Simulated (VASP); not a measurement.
# Sn (I4/mmm) in VASP: notebook, part 2 of 2

VASP 6.6.1. Earlier steps stand in the parts before.

## Step 3: Single point, r2SCAN

POSCAR reads:

```
Sn
1.0
   -2.0291894110      2.0291894110      1.6607599896
    2.0291894110     -2.0291894110      1.6607599896
    2.0291894110      2.0291894110     -1.6607599896
Sn
1
Direct
    0.0000000000      0.0000000000      0.0000000000
```

INCAR.step1 reads:

```
SYSTEM = Sn
ALGO     = Normal         ! electronic algorithm
EDIFF    = 1E-4           ! SCF threshold, eV
ENCUT    = 520            ! plane-wave cutoff, eV
GGA      = PE             ! functional
ISMEAR   = -1             ! smearing method
LASPH    = .True.         ! aspherical terms in the spheres
LCHARG   = .False.        ! write CHGCAR
LREAL    = .False.        ! projectors in reciprocal space
LWAVE    = .True.         ! write WAVECAR
NBANDS   = 13             ! bands
NELM     = 100            ! most SCF steps
PREC     = Accurate       ! precision mode
SIGMA    = 0.05           ! smearing width, eV
```

INCAR.step2 reads:

```
SYSTEM = Sn
ALGO     = Normal         ! electronic algorithm
EDIFF    = 1E-7           ! SCF threshold, eV
ENCUT    = 520            ! plane-wave cutoff, eV
ISIF     = 2              ! what is computed and relaxed
ISMEAR   = -1             ! smearing method
ISTART   = 1            
LASPH    = .True.         ! aspherical terms in the spheres
LCHARG   = .False.        ! write CHGCAR
LMIXTAU  = .True.       
LREAL    = .False.        ! projectors in reciprocal space
LWAVE    = .False.        ! write WAVECAR
METAGGA  = R2SCAN         ! meta-GGA
NBANDS   = 13             ! bands
NELM     = 100            ! most SCF steps
PREC     = Accurate       ! precision mode
SIGMA    = 0.05           ! smearing width, eV
```

KPOINTS reads:

```
k-points
0
Gamma
  6 6 6
  0 0 0
```

Potentials or basis: VASP PAW PBE potentials, release 64 (Sn_d).

Run with:

```console
$ cat potpaw_PBE.64/Sn_d/POTCAR > POTCAR
$ cp INCAR.step1 INCAR
$ mpirun -np 1 vasp_std > vasp.out
$ cp INCAR.step2 INCAR
$ mpirun -np 1 vasp_std > vasp.out
```

OUTCAR:

```text
SYSTEM = Sn
   EDIFF = 1E-7
   ENCUT = 520
   ISIF = 2
   ISMEAR = -1
   ISTART = 1
   LASPH = .True.
   LREAL = .False.
   METAGGA = R2SCAN
   NELM = 100
   PREC = Accurate

 ion  position               nearest neighbor table
   1  0.000  0.000  0.000-

  LATTYP: Found a body centered tetragonal cell.
 ALAT       =     4.0583788220
 C/A-ratio  =     0.8184351745

  Lattice vectors:

 A1 = (  -2.0291894110,   2.0291894110,   1.6607599896)
 A2 = (   2.0291894110,  -2.0291894110,   1.6607599896)
 A3 = (   2.0291894110,   2.0291894110,  -1.6607599896)

Analysis of symmetry for initial positions (statically):
=====================================================================
 Subroutine PRICEL returns:
 Original cell was already a primitive cell.

 Routine SETGRP: Setting up the symmetry group for a
 body centered tetragonal supercell.

 Subroutine GETGRP returns: Found 16 space group operations
 (whereof 16 operations were pure point group operations)
 out of a pool of 16 trial point group operations.

The static configuration has the point symmetry D_4h.

Analysis of symmetry for dynamics (positions and initial velocities):
=====================================================================
 Subroutine PRICEL returns:
 Original cell was already a primitive cell.

 Routine SETGRP: Setting up the symmetry group for a
 body centered tetragonal supercell.

 Subroutine GETGRP returns: Found 16 space group operations
 (whereof 16 operations were pure point group operations)
 out of a pool of 16 trial point group operations.

The dynamic configuration has the point symmetry D_4h.

 Subroutine INISYM returns: Found 16 space group operations
 (whereof 16 operations are pure point group operations),
 and found     1 'primitive' translations

----------------------------------------------------------------------------------------

                                     Primitive cell

  volume of cell :      27.3534

  direct lattice vectors                    reciprocal lattice vectors
    -2.029189411  2.029189411  1.660759990     0.000000000  0.246403809  0.301066983
     2.029189411 -2.029189411  1.660759990     0.246403809  0.000000000  0.301066983
     2.029189411  2.029189411 -1.660759990     0.246403809  0.246403809  0.000000000

  length of vectors
     3.315621069  3.315621069  3.315621069     0.389045197  0.389045197  0.348467608

  position of ions in fractional coordinates (direct lattice)
     0.000000000  0.000000000  0.000000000

  ion indices of the primitive-cell ions
   primitive index   ion index
                 1           1

----------------------------------------------------------------------------------------

 KPOINTS: k-points

Automatic generation of k-mesh.
 Grid dimensions read from file:
 generate k-points for:    6    6    6

 Generating k-lattice:

  Cartesian coordinates                     Fractional coordinates (reciprocal lattice)
     0.000000000  0.041067301  0.050177831     0.166666667 -0.000000000  0.000000000
     0.041067301  0.000000000  0.050177831    -0.000000000  0.166666667  0.000000000
     0.041067301  0.041067301  0.000000000     0.000000000  0.000000000  0.166666667

  Length of vectors
     0.064840866  0.064840866  0.058077935

  Shift w.r.t. Gamma in fractional coordinates (k-lattice)
     0.000000000  0.000000000  0.000000000

 Subroutine IBZKPT returns following result:
 ===========================================

 Found     30 irreducible k-points:

 Following reciprocal coordinates:
            Coordinates               Weight
  0.000000  0.000000  0.000000      1.000000
  0.166667  0.000000  0.000000      8.000000
  0.333333  0.000000  0.000000      8.000000
  0.500000  0.000000 -0.000000      4.000000
  0.166667  0.166667  0.000000      8.000000
  0.333333  0.166667 -0.000000     16.000000
[... 16 lines left out ...]
 -0.333333 -0.333333  0.166667      8.000000
 -0.166667 -0.333333  0.166667      8.000000
 [... further k-points ...]
   k-points           NKPTS =     30   k-points in BZ     NKDIM =     30   number of bands    NBANDS=     13
   number of dos      NEDOS =    301   number of ions     NIONS =      1
   total plane-waves  NPLWV =  21952
   dimension x,y,z NGX =    28 NGY =   28 NGZ =   28
   dimension x,y,z NGXF=    56 NGYF=   56 NGZF=   56
   ions per type =               1
   NGX,Y,Z   is equivalent  to a cutoff of  14.04, 14.04, 14.04 a.u.
   NGXF,Y,Z  is equivalent  to a cutoff of  28.08, 28.08, 28.08 a.u.
 SYSTEM =  Sn
   PREC   = accura    normal or accurate (medium, high low for compatibility)
   ISTART =      1    job   : 0-new  1-cont  2-samecut
   ICHARG =      0    charge: 1-file 2-atom 10-const
   ISPIN  =      1    spin polarized calculation?
   LNONCOLLINEAR =      F non collinear calculations
   LSORBIT =      F    spin-orbit coupling
   LASPH  =      T    aspherical Exc in radial PAW
   ENCUT  =  520.0 eV  38.22 Ry    6.18 a.u.   6.16  6.16  6.16*2*pi/ulx,y,z
   NELM   =    100;   NELMIN=  2; NELMDL=  0     # of ELM steps
   EDIFF  = 0.1E-06   stopping-criterion for ELM
   LREAL  =      F    real-space projection
   EDIFFG = 0.1E-05   stopping-criterion for IOM
   NSW    =      0    number of steps for IOM
   IBRION =     -1    ionic relax: 0-MD 1-quasi-New 2-CG
   NFREE  =      0    steps in history (QN), initial steepest desc. (CG)
   ISIF   =      2    stress and relaxation
   ISYM   =      2    0-nonsym 1-usesym 2-fastsym
   POTIM  = 0.5000    time-step for ionic-motion
   TEBEG  =    0.0;   TEEND  =   0.0 temperature during run
   PSTRESS=    0.0 pullay stress
   NELECT =      14.0000    total number of electrons
   NUPDOWN=      -1.0000    fix difference up-down
   EMIN   =  10.00;   EMAX   =-10.00  energy-range for DOS
   EFERMI =   0.00;   METHOD = LEGACY
   ISMEAR =    -1;   SIGMA  =   0.05  broadening in eV -4-tet -1-fermi 0-gaus
   EFERMI_NEDOS =   21; number of points for ismear=-14 and -15
   IALGO  =     38    algorithm
   IMIX   =      4    mixing-type and parameters
     AMIX     =   0.40;   BMIX     =  1.00
     AMIX_MAG =   1.60;   BMIX_MAG =  1.00
  volume/ion in A,a.u.               =      27.35       184.59
  Fermi-wavevector in a.u.,A,eV,Ry     =   1.309524  2.474642 23.331997  1.714853
  Thomas-Fermi vector in A             =   2.440117
   LORBIT       =      0    0 simple, 1 ext, 2 COOP (PROOUT), +10 PAW based schemes
   METAGGA = R2SCAN    functional components
   LHFCALC =     F    Hartree Fock is set to
   AEXX    =    0.0000 exact exchange contribution
   IVDW    =     0    specifies the selected vdW correction
   LEPSILON=     F    determine dielectric tensor
   LRPA    =     F    only Hartree local field effects (RPA)
 non-spin polarized calculation
  energy-cutoff  :      520.00
  volume of cell :       27.35
 maximum number of plane-waves:       750
 NGX is ok and might be reduce to    28
   NGX = 13   NGY = 13   NGZ = 13

 number of electron      14.0000001 magnetization

 Free energy of the ion-electron system (eV)
  ---------------------------------------------------
  ext. energy  EPLUGINS =         0.00000000
  ---------------------------------------------------
  free energy    TOTEN  =       -24.46900104 eV

  energy without entropy =      -24.46198474  energy(sigma->0) =      -24.46549289

 E-fermi :   8.3496     XC(G=0): -11.2008

 val. band max:        8.3386271149   @ k =   0.5000   0.1667  -0.0000
 cond. band min:       8.4520987348   @ k =   0.3333   0.1667   0.1667
 fundamental gap:      0.1134716199
 Fermi energy:         8.3495952396

 k-point     1 :       0.0000    0.0000    0.0000
  band No.  band energies     occupation
      1     -14.3261      2.00000
      2     -14.2469      2.00000
      3     -14.2469      2.00000
      4     -14.2447      2.00000
      5     -14.1163      2.00000
      6      -3.6759      2.00000
      7      15.0869      0.00000
      8      15.0869      0.00000
      9      17.8746      0.00000
     10      18.5315      0.00000
     11      20.2500      0.00000
     12      21.2217      0.00000
     13      21.2217      0.00000
[... 353 lines left out ...]
 k-point    24 :      -0.1667   -0.3333    0.1667
  band No.  band energies     occupation
      1     -14.2840      2.00000
      2     -14.2516      2.00000
      3     -14.1844      2.00000
      4     -14.1329      2.00000
      5     -14.1181      2.00000
      6       0.4070      2.00000
      7       7.0032      2.00000
      8      10.3260      0.00000
      9      11.2109      0.00000
     10      15.8267      0.00000
     11      18.3264      0.00000
     12      19.1135      0.00000
     13      24.0367      0.00000

 [... further k-points ...]
[... 5 lines left out ...]
  --------------------------------------------------------------------------------------
  -------------------------------------------------------------------------------------
  Total        0.0750205      0.0750205     -0.1042074      0.0000000     -0.0000000      0.0000000
  in kB        4.3941864      4.3941864     -6.1037554      0.0000000     -0.0000000      0.0000000
  external PRESSURE =       0.8948725 kB  Pullay stress =       0.0000000 kB

 VOLUME and BASIS-vectors are now :
 -----------------------------------------------------------------------------
  energy-cutoff  :      520.00
  volume of cell :       27.35
      direct lattice vectors                 reciprocal lattice vectors
    -2.029189411  2.029189411  1.660759990     0.000000000  0.246403809  0.301066983
     2.029189411 -2.029189411  1.660759990     0.246403809  0.000000000  0.301066983
     2.029189411  2.029189411 -1.660759990     0.246403809  0.246403809  0.000000000

 POSITION                                       TOTAL-FORCE (eV/Angst)
 -----------------------------------------------------------------------------------
      0.00000      0.00000      0.00000         0.000000      0.000000     -0.000000
 -----------------------------------------------------------------------------------
    total drift:                               -0.000000     -0.000000     -0.000000

  FREE ENERGIE OF THE ION-ELECTRON SYSTEM (eV)
  ---------------------------------------------------
  free  energy   TOTEN  =       -24.4690010437 eV

  energy  without entropy=      -24.4619847376  energy(sigma->0) =      -24.46549289
```

It took 23 s on 1 thread of Intel Xeon 6975P-C (Granite Rapids), shared host; peak memory 0.16 GiB.

Results:

```
Free energy            : -24.4690 eV
Pressure               : 0.1 GPa
Band gap on the k mesh : zero (band 7 reaches 15.09 eV, above the bottom of band 8 at 5.86 eV)
```

Stress tensor (GPa, compression positive):
```
 0.44  0.00  0.00
 0.00  0.44  0.00
 0.00  0.00 -0.61
```

Levels at points of the mesh, in eV from the Fermi level:
| k point | band 3 | band 4 | band 5 | band 6 | band 7 | band 8 | band 9 | band 10 | band 11 | band 12 |
| --- | --- | --- | --- | --- | --- | --- | --- | --- | --- | --- |
| (0.00, 0.00, 0.00) | -22.60 | -22.59 | -22.47 | -12.03 | 6.74 | 6.74 | 9.53 | 10.18 | 11.90 | 12.87 |
| (0.50, 0.00, 0.00) | -22.51 | -22.44 | -22.41 | -6.36 | -4.85 | 2.74 | 4.24 | 7.24 | 7.40 | 14.23 |
| (0.50, 0.50, 0.00) | -22.56 | -22.51 | -22.42 | -8.02 | -5.34 | 5.69 | 7.83 | 10.53 | 11.09 | 12.13 |
| (0.50, 0.50, 0.50) | -22.44 | -22.44 | -22.40 | -3.77 | -2.19 | -2.19 | 2.24 | 3.07 | 6.04 | 19.41 |

Caveat: the k points lie up to 0.41 Å⁻¹ apart; the PAW data sets were made with another functional, which shifts forces and pressure a little; spin-orbit coupling is left out, which moves the levels of the heavy elements.

## Step 4: Single point, PBE+D3(BJ)

This run uses another cell than the first one, of 26.52 Å³/atom, 0.970 times its volume.

INCAR reads:

```
SYSTEM = Sn
ALGO = Normal
EDIFF = 1E-6
ENCUT = 520
GGA = PE
ISIF = 2
ISMEAR = -1
IVDW = 12
LASPH = .True.
LCHARG = .True.
LELF = .True.
LREAL = .False.
LVHAR = .True.
LWAVE = .False.
NBANDS = 13
NELM = 60
PREC = Accurate
SIGMA = 0.05
```

KPOINTS reads:

```
k-points
0
Gamma
  10 10 10
  0 0 0
```

POSCAR reads:

```
Sn
1.0
   -1.9968720257      1.9968720257      1.6627704143
    1.9968720257     -1.9968720257      1.6627704143
    1.9968720257      1.9968720257     -1.6627704143
Sn
1
Direct
    0.0000000000      0.0000000000      0.0000000000
```

Potentials or basis: VASP PAW PBE potentials, release 64 (Sn_d).

Run with:

```console
$ cat potpaw_PBE.64/Sn_d/POTCAR > POTCAR
$ mpirun -np 1 vasp_std > vasp.out
```

OUTCAR:

```text
SYSTEM = Sn
   EDIFF = 1E-6
   ENCUT = 520
   GGA = PE
   ISIF = 2
   ISMEAR = -1
   IVDW = 12
   LASPH = .True.
   LREAL = .False.
   NELM = 60
   PREC = Accurate
 IVDW          = 12

 ion  position               nearest neighbor table
   1  0.000  0.000  0.000-

  LATTYP: Found a body centered tetragonal cell.
 ALAT       =     3.9937440514
 C/A-ratio  =     0.8326875197

  Lattice vectors:

 A1 = (  -1.9968720257,   1.9968720257,   1.6627704143)
 A2 = (   1.9968720257,  -1.9968720257,   1.6627704143)
 A3 = (   1.9968720257,   1.9968720257,  -1.6627704143)

Analysis of symmetry for initial positions (statically):
=====================================================================
 Subroutine PRICEL returns:
 Original cell was already a primitive cell.

 Routine SETGRP: Setting up the symmetry group for a
 body centered tetragonal supercell.

 Subroutine GETGRP returns: Found 16 space group operations
 (whereof 16 operations were pure point group operations)
 out of a pool of 16 trial point group operations.

The static configuration has the point symmetry D_4h.

Analysis of symmetry for dynamics (positions and initial velocities):
[... 169 lines left out ...]
      5     -13.0180      2.00000
      6      -2.9024      2.00000
      7      15.4900      0.00000
      8      15.4900      0.00000
      9      17.8704      0.00000
     10      18.9815      0.00000
     11      20.1989      0.00000
     12      20.8746      0.00000
     13      20.8746      0.00000
[... 354 lines left out ...]
  band No.  band energies     occupation
      1     -13.2006      2.00000
      2     -13.1119      2.00000
      3     -13.0831      2.00000
      4     -13.0487      2.00000
      5     -13.0251      2.00000
      6       2.3530      2.00000
      7       5.6942      2.00000
      8       7.1508      2.00000
      9      12.8679      0.00000
     10      17.8228      0.00000
     11      19.9101      0.00000
     12      24.2348      0.00000
     13      24.9623      0.00000

 [... further k-points ...]

------------------------ aborting loop because EDIFF is reached ----------------------------------------

 Edisp (eV)   -0.39490

 E8    (eV) :    -0.1896

  FORCE on cell =-STRESS in cart. coord.  units (eV):
  Direction    XX          YY          ZZ          XY          YZ          ZX
  --------------------------------------------------------------------------------------
  -------------------------------------------------------------------------------------
  Total      -0.00723    -0.00723    -0.00497     0.00000     0.00000     0.00000
  in kB      -0.43681    -0.43681    -0.30036     0.00000     0.00000     0.00000
  external pressure =       -0.39 kB  Pullay stress =        0.00 kB

 VOLUME and BASIS-vectors are now :
 -----------------------------------------------------------------------------
  energy-cutoff  :      520.00
  volume of cell :       26.52
      direct lattice vectors                 reciprocal lattice vectors
    -1.996872026  1.996872026  1.662770414     0.000000000  0.250391609  0.300702969
     1.996872026 -1.996872026  1.662770414     0.250391609  0.000000000  0.300702969
     1.996872026  1.996872026 -1.662770414     0.250391609  0.250391609  0.000000000

 POSITION                                       TOTAL-FORCE (eV/Angst)
 -----------------------------------------------------------------------------------
      0.00000      0.00000      0.00000         0.000000     -0.000000      0.000000
 -----------------------------------------------------------------------------------
    total drift:                               -0.000000      0.000000      0.000000

  FREE ENERGIE OF THE ION-ELECTRON SYSTEM (eV)
  ---------------------------------------------------
  free  energy   TOTEN  =        -4.1669677140 eV

  energy  without entropy=       -4.1622453312  energy(sigma->0) =       -4.16460652
```

OSZICAR:

```text
N       E                     dE             d eps       ncg     rms          rms(c)
DAV:   1     0.813671805527E+02    0.81367E+02   -0.71932E+03  2735   0.162E+03
DAV:   2     0.192124735475E+01   -0.79446E+02   -0.76561E+02  2797   0.343E+02
DAV:   3    -0.366896166735E+01   -0.55902E+01   -0.55733E+01  3170   0.735E+01
DAV:   4    -0.378218126090E+01   -0.11322E+00   -0.11320E+00  3092   0.111E+01
DAV:   5    -0.378600088130E+01   -0.38196E-02   -0.38196E-02  3467   0.201E+00    0.141E+00
DAV:   6    -0.377567223465E+01    0.10329E-01   -0.10643E-02  3396   0.181E+00    0.783E-01
DAV:   7    -0.377220103474E+01    0.34712E-02   -0.69352E-03  3307   0.141E+00    0.102E-01
DAV:   8    -0.377206287962E+01    0.13816E-03   -0.70017E-04  3267   0.445E-01    0.229E-02
DAV:   9    -0.377206290308E+01   -0.23460E-07   -0.13076E-05  3701   0.462E-02    0.134E-02
DAV:  10    -0.377206367999E+01   -0.77692E-06   -0.16509E-06  3026   0.142E-02
   1 F= -.41669677E+01 E0= -.41646065E+01  d E =-.472238E-02
```

stdout:

```text
POSCAR found type information on POSCAR Sn
 POSCAR found :  1 types and       1 ions
 scaLAPACK will be used
 LDA part: xc-table for (Slater+PW92), standard interpolation
 POSCAR, INCAR and KPOINTS ok, starting setup
 FFT: planning ... GRIDC
 FFT: planning ... GRID_SOFT
 FFT: planning ... GRID
 WAVECAR not read
 entering main loop
```

Wall time 6.9 s (1 thread of Intel Xeon 6975P-C (Granite Rapids), shared host); peak memory 0.16 GiB.

What came out:

```yaml
Free_energy: -4.1670 eV
Pressure: 0.0 GPa
Band_gap_on_the_k_mesh: zero (band 7 reaches 15.49 eV, above the bottom of band 8 at 6.21 eV)
Dispersion_energy_per_atom: -0.395 eV
```

Caveat: spin-orbit coupling is left out, which moves the levels of the heavy elements; pairwise dispersion overbinds metals, which lowers pressure and volume.

## Step 5: Overview

```csv
level,cell,k mesh,gap on the mesh (eV),pressure (GPa)
BLYP,"a = 3.316 Å, angles 104.5, 104.5, 119.9°, 1 atom",6 × 6 × 6,none,6.0
r2SCAN,"a = 3.316 Å, angles 104.5, 104.5, 119.9°, 1 atom",6 × 6 × 6,none,0.1
PBE+D3(BJ),"a = 3.277 Å, angles 104.9, 104.9, 119.0°, 1 atom",10 × 10 × 10,none,0.0
```

Alike in all rows: task single point; potentials or basis VASP PAW PBE potentials, release 64 (Sn_d); no spin polarisation; cutoff (eV) 520; smearing fermi-dirac 0.05 eV.

Caveats: some runs use coarse meshes; spin-orbit coupling is left out, which moves the levels of the heavy elements; the PAW data sets were made with another functional, which shifts forces and pressure a little (some runs); pairwise dispersion overbinds metals, which lowers pressure and volume (some runs).

Absolute energies hang on the potentials; compare differences alone.
